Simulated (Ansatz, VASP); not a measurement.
## As: VASP beside Ansatz

```
As
1.0
     2.68346    0.00000    0.00000
     0.00000    2.68346    0.00000
     0.00000    0.00000    2.68346
As
1
Direct
  0.50000 0.50000 0.50000
```

Alike in both runs: functional LDA; k mesh 8 × 8 × 8; no spin polarisation.

Ansatz relaxed the structure, and its values are those at the end. VASP's run is a single point on that final structure, the one shown.

|  | VASP | Ansatz |
| --- | --- | --- |
| version | VASP 6.6.1 | Ansatz 0.2.0 |
| potentials or method | VASP PAW LDA potentials, release 64 (As) | plane waves, PAW |
| plane-wave cutoff (eV) | 520 | 420 |
| occupations | methfessel-paxton of order 1, width 0.15 eV | cold, width 0.15 eV |
| valence electrons in the cell | 5 | 15 |

VASP gave:

| Item | Value |
| --- | --- |
| pressure (GPa) | 0.3 |

Problem. Estimate Ansatz's values.

Solution. Pressure (GPa): 0.0.

LDA's correlation is that of Perdew and Zunger in VASP and of Perdew and Wang (1992) in Ansatz. VASP's potentials hold 5 valence electrons a cell and Ansatz's 15, so a difference there can come from the potentials and not from the codes.
